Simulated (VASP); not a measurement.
# FePt (R-3m) in VASP: notebook, part 2 of 2

VASP 6.6.1. The steps go on from the part before.

## (6) Single point, r2SCAN

This run uses another cell than the first one, of 14.13 Å³/atom.

POSCAR reads:

```
FePt
1.0
   -1.8829287838     -1.8829287838     -3.8139328512
   -1.8829287838     -3.8139328512     -1.8829287838
   -3.8139328512     -1.8829287838     -1.8829287838
Fe Pt
1 1
Direct
    0.0000000000      0.0000000000      0.0000000000
    0.5000000000      0.5000000000      0.5000000000
```

INCAR.step1 reads:

```
ALGO = Normal ; EDIFF = 1E-4
ENCUT = 520 ; GGA = PE
ISMEAR = 0 ; LASPH = T
LCHARG = F ; LREAL = F
LWAVE = T ; NBANDS = 16
NELM = 60 ; PREC = Accurate
SIGMA = 0.1
```

INCAR.step2 reads:

```
ALGO = Normal ; EDIFF = 1E-6
ENCUT = 520 ; ISIF = 2
ISMEAR = 0 ; ISTART = 1
LASPH = T ; LCHARG = F
LMIXTAU = T ; LREAL = F
LWAVE = F ; METAGGA = R2SCAN
NBANDS = 16 ; NELM = 60
PREC = Accurate ; SIGMA = 0.1
```

KPOINTS reads:

```
k-points
0
Gamma
  18 18 18
```

Potentials or basis: VASP PAW PBE potentials, release 64 (Fe, Pt).

The run is started by

```console
cat potpaw_PBE.64/Fe/POTCAR potpaw_PBE.64/Pt/POTCAR > POTCAR
cp INCAR.step1 INCAR
mpirun -np 1 vasp_std > vasp.out
cp INCAR.step2 INCAR
mpirun -np 1 vasp_std > vasp.out
```

OUTCAR:

```text
EDIFF = 1E-6
   ENCUT = 520
   ISIF = 2
   ISMEAR = 0
   ISTART = 1
   LASPH = T
   LREAL = F
   METAGGA = R2SCAN
   NELM = 60
   PREC = Accurate

 ion  position               nearest neighbor table
   1  0.000  0.000  0.000-   2 2.70   2 2.70   2 2.70   2 2.70   2 2.70   2 2.70
   2  0.500  0.500  0.500-   1 2.70   1 2.70   1 2.70   1 2.70   1 2.70   1 2.70

  LATTYP: Found a trigonal (rhomboedric) cell.
 ALAT       =     4.6515508600
 COS(alpha) =     0.8276660552

  Lattice vectors:

 A1 = (  -1.8829287838,  -1.8829287838,  -3.8139328512)
 A2 = (  -1.8829287838,  -3.8139328512,  -1.8829287838)
 A3 = (  -3.8139328512,  -1.8829287838,  -1.8829287838)

Analysis of symmetry for initial positions (statically):
=====================================================================
 Subroutine PRICEL returns:
 Original cell was already a primitive cell.

 Routine SETGRP: Setting up the symmetry group for a
 trigonal (rhombohedral) supercell.

 Subroutine GETGRP returns: Found 12 space group operations
 (whereof 12 operations were pure point group operations)
 out of a pool of 12 trial point group operations.

The static configuration has the point symmetry D_3d.

Analysis of symmetry for dynamics (positions and initial velocities):
=====================================================================
 Subroutine PRICEL returns:
 Original cell was already a primitive cell.

 Routine SETGRP: Setting up the symmetry group for a
 trigonal (rhombohedral) supercell.

 Subroutine GETGRP returns: Found 12 space group operations
 (whereof 12 operations were pure point group operations)
 out of a pool of 12 trial point group operations.

The dynamic configuration has the point symmetry D_3d.

 Subroutine INISYM returns: Found 12 space group operations
 (whereof 12 operations are pure point group operations),
 and found     1 'primitive' translations

----------------------------------------------------------------------------------------

[... 112 lines left out ...]
     AMIX_MAG =   1.60;   BMIX_MAG =  1.00
  volume/ion in A,a.u.               =      14.13        95.37
  Fermi-wavevector in a.u.,A,eV,Ry     =   1.408503  2.661685 26.992340  1.983881
  Thomas-Fermi vector in A             =   2.530654
   LORBIT       =      0    0 simple, 1 ext, 2 COOP (PROOUT), +10 PAW based schemes
   METAGGA = R2SCAN    functional components
   LHFCALC =     F    Hartree Fock is set to
   AEXX    =    0.0000 exact exchange contribution
   IVDW    =     0    specifies the selected vdW correction
   LEPSILON=     F    determine dielectric tensor
   LRPA    =     F    only Hartree local field effects (RPA)
 non-spin polarized calculation
 Gauss-broadening in eV      SIGMA  =   0.10
  energy-cutoff  :      520.00
  volume of cell :       28.26
 maximum number of plane-waves:       774
   NGX = 17   NGY = 17   NGZ = 17

 number of electron      17.9999998 magnetization

 Free energy of the ion-electron system (eV)
  ---------------------------------------------------
  ext. energy  EPLUGINS =         0.00000000
  ---------------------------------------------------
  free energy    TOTEN  =       -64.68632621 eV

  energy without entropy =      -64.66536247  energy(sigma->0) =      -64.67584434

 E-fermi :   8.0190     XC(G=0): -14.0325

 val. band max:        8.0185573078   @ k =  -0.1667   0.1667   0.1667
 cond. band min:       8.0204583625   @ k =  -0.3889   0.2778   0.1667
 fundamental gap:      0.0019010547
 Fermi energy:         8.0189860972

 k-point     1 :       0.0000    0.0000    0.0000
  band No.  band energies     occupation
      1      -1.7322      2.00000
      2       1.5798      2.00000
      3       4.0433      2.00000
      4       4.0433      2.00000
      5       5.7470      2.00000
      6       5.7470      2.00000
[... 433 lines left out ...]
      3       3.5656      2.00000
      4       3.7008      2.00000
      5       5.5014      2.00000
      6       5.8648      2.00000
[... 8 lines left out ...]
     15      24.1077      0.00000
     16      24.6786      0.00000

 [... further k-points ...]

------------------------ aborting loop because EDIFF is reached ----------------------------------------

  FORCE on cell =-STRESS in cart. coord.  units (eV):
  Direction    XX          YY          ZZ          XY          YZ          ZX
  --------------------------------------------------------------------------------------
  -------------------------------------------------------------------------------------
  Total       -3.6131798     -3.6131798     -3.6131798     -0.1944677     -0.1944677     -0.1944677
  in kB     -204.8219882   -204.8219882   -204.8219882    -11.0238780    -11.0238780    -11.0238780
  external PRESSURE =    -204.8219882 kB  Pullay stress =       0.0000000 kB

 VOLUME and BASIS-vectors are now :
 -----------------------------------------------------------------------------
  energy-cutoff  :      520.00
  volume of cell :       28.26
      direct lattice vectors                 reciprocal lattice vectors
    -1.882928784 -1.882928784 -3.813932851     0.128645177  0.128645177 -0.389220123
    -1.882928784 -3.813932851 -1.882928784     0.128645177 -0.389220123  0.128645177
    -3.813932851 -1.882928784 -1.882928784    -0.389220123  0.128645177  0.128645177

 POSITION                                       TOTAL-FORCE (eV/Angst)
 -----------------------------------------------------------------------------------
      0.00000      0.00000      0.00000        -0.000000     -0.000000     -0.000000
     -3.78990     -3.78990     -3.78990         0.000000      0.000000      0.000000
 -----------------------------------------------------------------------------------
    total drift:                               -0.000000     -0.000000     -0.000000

  FREE ENERGIE OF THE ION-ELECTRON SYSTEM (eV)
  ---------------------------------------------------
  free  energy   TOTEN  =       -64.6863262078 eV

  energy  without entropy=      -64.6653624743  energy(sigma->0) =      -64.67584434
```

OUTCAR.step1:

```text
EDIFF = 1E-4
   ENCUT = 520
   GGA = PE
   ISMEAR = 0
   LASPH = T
[... 677 lines left out ...]
 -----------------------------------------------------------------------------------
      0.00000      0.00000      0.00000        -0.000000     -0.000000      0.000000
     -3.78990     -3.78990     -3.78990         0.000000      0.000000     -0.000000
 -----------------------------------------------------------------------------------
    total drift:                               -0.000000     -0.000000     -0.000000

  FREE ENERGIE OF THE ION-ELECTRON SYSTEM (eV)
  ---------------------------------------------------
  free  energy   TOTEN  =       -13.8575195160 eV

  energy  without entropy=      -13.8345990920  energy(sigma->0) =      -13.84605930
```

OSZICAR.step1:

```text
N       E                     dE             d eps       ncg     rms          rms(c)
DAV:   1     0.875123571879E+02    0.87512E+02   -0.88977E+03 19112   0.128E+03
DAV:   2    -0.128967886411E+02   -0.10041E+03   -0.90123E+02 19072   0.239E+02
DAV:   3    -0.157152539746E+02   -0.28185E+01   -0.27358E+01 23496   0.482E+01
DAV:   4    -0.157453338668E+02   -0.30080E-01   -0.30069E-01 21664   0.423E+00
DAV:   5    -0.157461971756E+02   -0.86331E-03   -0.86330E-03 24296   0.808E-01    0.159E+01
DAV:   6    -0.187060510970E+02   -0.29599E+01   -0.14949E+01 18704   0.765E+01    0.268E+01
DAV:   7    -0.141351966314E+02    0.45709E+01   -0.11969E+01 23664   0.833E+01    0.909E+00
DAV:   8    -0.139111555349E+02    0.22404E+00   -0.41072E-01 23856   0.783E+00    0.331E+00
DAV:   9    -0.138590835143E+02    0.52072E-01   -0.62223E-02 26144   0.441E+00    0.509E-01
DAV:  10    -0.138582513338E+02    0.83218E-03   -0.35887E-03 23992   0.721E-01    0.391E-01
DAV:  11    -0.138574977956E+02    0.75354E-03   -0.11229E-03 26304   0.426E-01    0.139E-01
DAV:  12    -0.138575195160E+02   -0.21720E-04   -0.91927E-05 13144   0.147E-01
   1 F= -.13857520E+02 E0= -.13846059E+02  d E =-.229204E-01
```

It took 28 min on 1 thread of AMD EPYC 9R45 (Zen 5), shared host; peak memory 0.43 GiB.

Results:

```yaml
Free_energy: -64.6863 eV
Pressure: -20.5 GPa
Band_gap_on_the_k_mesh: zero (bands 9 and 10 overlap by 1.56 eV)
```

Stress tensor (GPa, compression positive):
```
-20.48  -1.10  -1.10
 -1.10 -20.48  -1.10
 -1.10  -1.10 -20.48
```

Caveat: the cell stands under tension; the PAW data sets were made with another functional, which shifts forces and pressure a little; spin-orbit coupling is left out, which moves the levels of the heavy elements; the run has no spin polarisation, though such a crystal can be magnetic. Spin polarisation is off, so any magnetic state and its effect on volume and gap are missing.

## (7) Overview

| level | spin | cell | k mesh | gap on the mesh (eV) | pressure (GPa) | moment (μB) |
| --- | --- | --- | --- | --- | --- | --- |
| PBE | collinear, ferromagnetic start | a = 4.622 Å, angles 33.6°, 2 atoms | 6 × 6 × 6 | none | 10.5 | 3.07 |
| PBE | off | a = 4.514 Å, angles 34.5°, 2 atoms | 18 × 18 × 18 | none | -0.4 | - |
| PBE | off | a = 4.652 Å, angles 34.1°, 2 atoms | 18 × 18 × 18 | none | -15.0 | - |
| PBE | collinear, ferromagnetic start | a = 4.663 Å, angles 34.0°, 2 atoms | 12 × 12 × 12 | none | -0.9 | 3.12 |
| r2SCAN | off | a = 4.652 Å, angles 34.1°, 2 atoms | 18 × 18 × 18 | none | -20.5 | - |

Alike in all rows: task single point; potentials or basis VASP PAW PBE potentials, release 64 (Fe, Pt); cutoff (eV) 520; smearing gaussian 0.1 eV.

Caveats: some runs use coarse meshes; spin-orbit coupling is left out, which moves the levels of the heavy elements; the cell stands under tension (at least some runs); the PAW data sets were made with another functional, which shifts forces and pressure a little (at least some runs).

Absolute energies hang on the potentials; compare differences alone.

The gap in the log of VASP goes by the Fermi energy; the results here count the filled bands.